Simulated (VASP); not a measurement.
Runs of VASP 6.6.1 on H. The structure is that of space group Cmcm (No. 63), or close to it. The cells are those of the table. 

```tsv
cell	cutoff (eV)	gap on the mesh (eV)	pressure (GPa)	largest force (eV/Å)
a = 3.233, b = 3.233, c = 6.307 Å, angles 90.0, 90.0, 119.6°, 4 atoms	520	(b)	(a)	1.84
a = 3.213, b = 3.200, c = 6.437 Å, angles 90.0, 90.0, 117.9°, 4 atoms	500	7.18	-3.7	2.45
a = 3.322, b = 3.322, c = 6.709 Å, angles 90.0, 90.0, 116.2°, 4 atoms	520	8.76	-0.1	0.01
a = 3.287, b = 3.287, c = 6.641 Å, angles 90.0, 90.0, 116.2°, 4 atoms	520	8.72	-0.1	0.01
a = 3.098, b = 3.098, c = 6.015 Å, angles 90.0, 90.0, 112.9°, 4 atoms	520	5.54	-7.6	4.06
a = 3.463, b = 3.463, c = 7.001 Å, angles 90.0, 90.0, 116.1°, 4 atoms	520	8.92	-0.2	0.02
a = 3.358, b = 3.358, c = 6.775 Å, angles 90.0, 90.0, 116.3°, 4 atoms	520	8.81	-0.1	0.01
a = 3.252, b = 3.252, c = 6.569 Å, angles 90.0, 90.0, 116.2°, 4 atoms	520	8.67	-0.1	0.01
```

Alike in all rows: task single point; level PBE; potentials or basis VASP PAW PBE potentials, release 64 (H); no spin polarisation; k mesh 8 × 8 × 4; smearing gaussian 0.02 eV.

Task: Estimate the missing entries.

Result: (a) 2.4; (b) 8.85.

Caveats: forces of over 1 eV/Å act on the atoms, so gaps and moduli don't describe the material at rest (some runs).

A k mesh can miss the band edges.
